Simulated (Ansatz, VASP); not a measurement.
**Two plane-wave programs on ZnS**

INCAR

```
SYSTEM = ZnS
ALGO = Normal
EDIFF = 1E-6
ENCUT = 520
GGA = PE
ISIF = 2
ISMEAR = -1
LASPH = .TRUE.
LCHARG = .TRUE.
LELF = .TRUE.
LREAL = .FALSE.
LVHAR = .TRUE.
LWAVE = .FALSE.
NBANDS = 16
NELM = 100
PREC = Accurate
SIGMA = 0.02
```

File KPOINTS:

```
k-points
0
G
  8 8 8
  0 0 0
```

File POSCAR:

```
ZnS
1.0
    0.0000000000      2.6940857896      2.6940857896
    2.6940857896      0.0000000000      2.6940857896
    2.6940857896      2.6940857896      0.0000000000
Zn S
1 1
Direct
    0.0000000000      0.0000000000      0.0000000000
    0.2500000000      0.2500000000      0.2500000000
```

Input for Ansatz:

```yaml
crystal:
  lattice:
    - [0.0, 2.6940857896, 2.6940857896]
    - [2.6940857896, 0.0, 2.6940857896]
    - [2.6940857896, 2.6940857896, 0.0]
  atoms:
    - { symbol: Zn, position: [0.0, 0.0, 0.0] }
    - { symbol: S, position: [0.25, 0.25, 0.25] }
kpoints:
  mp_grid: { grid: [8, 8, 8] }
  band_path:
    path:
      - [[0.0, 0.0, 0.0], [-0.5, -0.5, -5.815801806128e-34], [-0.375, -0.375, 0.25]]
      - [[-0.375, -3.32278719134e-17, 0.375], [0.0, 0.0, 0.0], [-6.283975404399e-18, -6.283975404399e-18, 0.5], [-0.5, -0.25, 0.25], [-0.5, -0.5, -5.815801806128e-34]]
    npoints: 10
hamiltonian:
  xc: pbe
scf:
  occupations: { method: fermi_dirac, width: 0.02 }
  n_extra_bands: 4
output:
  forces: true
  stress: true
  eigenvalues: true
```

Alike in both runs: task single point; functional PBE; k mesh 8 × 8 × 8; occupations fermi-dirac, width 0.02 eV; no spin polarisation.

|  | VASP | Ansatz |
| --- | --- | --- |
| version | VASP 6.6.1 | Ansatz 0.2.0 |
| potentials or method | VASP PAW PBE potentials, release 64 (Zn, S) | plane waves, PAW |
| plane-wave cutoff (eV) | 520 | 420 |
| valence electrons in the cell | 18 | 18 |

|  | VASP | Ansatz | Ansatz less VASP |
| --- | --- | --- | --- |
| gap on the k mesh at the Fermi level (eV) | 2.15 | 2.15 | -0.005 |
| pressure (GPa) | 2.5 | 2.3 | -0.17 |

The functional is the same, so the differences come from potentials, cutoffs and numerics.
